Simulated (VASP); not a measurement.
# B5P (F222) in VASP: further runs, part 2 of 2

VASP 6.6.1. The steps go on from the part before.

## (3) Single point, PBE

This run uses another cell than the first one, of 10.45 Å³/atom.

INCAR reads:

```
PREC = Accurate
ENCUT = 500
EDIFF = 1E-6
ISMEAR = 0
SIGMA = 0.2
LREAL = False
LASPH = True
NELM = 120
ALGO = Normal
ISIF = 2
LWAVE = False
LCHARG = False
GGA = PE
NBANDS = 19
GGA_COMPAT = False
```

KPOINTS reads:

```
Automatic mesh
0
Gamma
  5 5 5
```

POSCAR reads:

```
B5P
1.0
    0.0000000000      3.2657696315      3.2300834950
    2.9713676215      0.0000000000      3.2300834950
    2.9713676215      3.2657696315      0.0000000000
B P
5 1
Direct
    0.6186346343      0.6186346343      0.8813653657
    0.8813653657      0.8813653657      0.6186346343
    0.2510814540      0.7489185460      0.2510814540
    0.7489185460      0.2510814540      0.7489185460
    0.5000000000      0.5000000000      0.5000000000
    0.2500000000      0.2500000000      0.2500000000
```

Potentials or basis: VASP PAW PBE potentials, release 64 (B, P).

Run with:

```sh
> cat potpaw_PBE.64/B/POTCAR potpaw_PBE.64/P/POTCAR > POTCAR
> mpirun -np 1 vasp_std > vasp.out
```

OUTCAR:

```text
PREC = Accurate
   ENCUT = 500
   EDIFF = 1E-6
   ISMEAR = 0
   LREAL = False
   LASPH = True
   NELM = 120
   ISIF = 2
   GGA = PE

 ion  position               nearest neighbor table
   1  0.619  0.619  0.881-   3 1.67   4 1.67   2 1.70   6 2.38
   2  0.881  0.881  0.619-   3 1.67   4 1.67   1 1.70   6 2.38
   3  0.251  0.749  0.251-   5 1.63   2 1.67   1 1.67   6 2.19   6 2.19
   4  0.749  0.251  0.749-   5 1.63   2 1.67   1 1.67   6 2.19   6 2.19
   5  0.500  0.500  0.500-   3 1.63   4 1.63
   6  0.250  0.250  0.250-   3 2.19   4 2.19   3 2.19   4 2.19   1 2.38   2 2.38

  LATTYP: Found a face centered orthorhombic cell.
 ALAT       =     5.9427352430
 B/A-ratio  =     1.0870696280
 C/A-ratio  =     1.0990796318

  Lattice vectors:

 A1 = (   0.0000000000,   3.2657696315,  -3.2300834950)
 A2 = (   2.9713676215,   3.2657696315,   0.0000000000)
 A3 = (   2.9713676215,   0.0000000000,  -3.2300834950)

Analysis of symmetry for initial positions (statically):
=====================================================================
 Subroutine PRICEL returns:
 Original cell was already a primitive cell.

[... 183 lines left out ...]
 Fermi energy:         4.6763964343

 k-point     1 :       0.0000    0.0000    0.0000
  band No.  band energies     occupation
      1      -9.6082      2.00000
      2      -3.0453      2.00000
      3      -2.9098      2.00000
      4      -1.9564      2.00000
      5      -0.3732      2.00000
      6       0.2373      2.00000
[... 505 lines left out ...]
      6      -0.5318      2.00000
[... 11 lines left out ...]
     18      13.1814      0.00000
     19      13.3448      0.00000

 [... further k-points ...]

------------------------ aborting loop because EDIFF is reached ----------------------------------------

  FORCE on cell =-STRESS in cart. coord.  units (eV):
  Direction    XX          YY          ZZ          XY          YZ          ZX
  --------------------------------------------------------------------------------------
  -------------------------------------------------------------------------------------
  Total        0.2294535      0.0484899     -0.0248269      0.0000000      0.0000000      0.0000000
  in kB        5.8643471      1.2392994     -0.6345234      0.0000000      0.0000000      0.0000000
  external PRESSURE =       2.1563744 kB  Pullay stress =       0.0000000 kB

 VOLUME and BASIS-vectors are now :
 -----------------------------------------------------------------------------
  energy-cutoff  :      500.00
  volume of cell :       62.69
      direct lattice vectors                 reciprocal lattice vectors
     0.000000000  3.265769631  3.230083495    -0.168272682  0.153103267  0.154794760
     2.971367621  0.000000000  3.230083495     0.168272682 -0.153103267  0.154794760
     2.971367621  3.265769631  0.000000000     0.168272682  0.153103267 -0.154794760

 POSITION                                       TOTAL-FORCE (eV/Angst)
 -----------------------------------------------------------------------------------
      4.45705      4.89865      3.99648        -0.000000      0.000000     -0.013138
      4.45705      4.89865      5.69377        -0.000000      0.000000      0.013138
      2.97137      1.63995      3.23008         0.000000     -0.009648      0.000000
      2.97137      4.89159      3.23008         0.000000      0.009648      0.000000
      2.97137      3.26577      3.23008        -0.000000      0.000000     -0.000000
      1.48568      1.63288      1.61504        -0.000000     -0.000000     -0.000000
 -----------------------------------------------------------------------------------
    total drift:                               -0.000000     -0.000000     -0.000000

  FREE ENERGIE OF THE ION-ELECTRON SYSTEM (eV)
  ---------------------------------------------------
  free  energy   TOTEN  =       -33.7629963444 eV

  energy  without entropy=      -33.7219143590  energy(sigma->0) =      -33.74245535
```

stdout:

```text
POSCAR found type information on POSCAR B P
 POSCAR found :  2 types and       6 ions
 scaLAPACK will be used
 LDA part: xc-table for (Slater+PW92), standard interpolation
 POSCAR, INCAR and KPOINTS ok, starting setup
 FFT: planning ... GRIDC
 FFT: planning ... GRID_SOFT
 FFT: planning ... GRID
 WAVECAR not read
 entering main loop
```

Run time: 39 s. Hardware: 1 thread of Intel Xeon 8259CL, shared host; peak memory 0.18 GiB.

What came out:

```yaml
Free_energy: -33.7630 eV
Pressure: 0.2 GPa
Largest_force: 0.013 eV/Å
Band_gap_on_the_k_mesh: zero (bands 10 and 11 overlap by 2.11 eV)
```

Forces in eV/Å, atoms in the order of the input:
```
B    0.000  0.000 -0.013
B    0.000  0.000  0.013
B    0.000 -0.010  0.000
B    0.000  0.010  0.000
B    0.000  0.000  0.000
P    0.000  0.000  0.000
```
